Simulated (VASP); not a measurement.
Sn: single point with r2SCAN

The system is Sn.

```
Sn
1.0
     0.00000    3.31698    3.31698
     3.31698    0.00000    3.31698
     3.31698    3.31698    0.00000
Sn
2
Direct
  0.00000 0.00000 0.00000
  0.25000 0.25000 0.25000
```

This cell differs from its parent crystal: volume changed by +3%.

```json
{
 "Program": "VASP 6.6.1",
 "Task": "single point",
 "Functional": "r2SCAN",
 "Potentials or basis": "VASP PAW PBE potentials, release 64 (Sn_d)",
 "Cutoff": "520 eV",
 "k mesh": "6 × 6 × 6",
 "Occupations": "fermi-dirac, width 0.02 eV",
 "Spin": "no spin polarisation",
 "Dipole correction": "no",
 "Further INCAR settings": "ALGO = Normal; EDIFF = 1e-06; NBANDS = 21"
}
```

* Pressure: -1.2 GPa
* Band gap on the k mesh: zero (filled and empty bands overlap)

Levels at points of the mesh, in eV from the Fermi level:
```
           k point  band 11  band 12  band 13  band 14  band 15  band 16  band 17  band 18
(0.00, 0.00, 0.00)   -10.67    -0.82     0.02     0.02     0.02     2.23     2.23     2.23
(0.50, 0.00, 0.00)    -9.09    -6.33    -1.15    -1.15     0.02     3.35     3.35     5.98
(0.50, 0.50, 0.00)    -7.62    -7.62    -2.45    -2.45     1.00     1.00     7.74     7.74
```

It took 71 s on 1 thread of Intel(R) Xeon(R) Platinum 8259CL CPU @ 2.50GHz (Skylake/Cascade Lake), with other jobs on the host, peak memory 0.21 GiB.

Caveat: the PAW data sets were made with another functional, which shifts forces and pressure a little; spin-orbit coupling is left out, which moves the levels of the heavy elements.
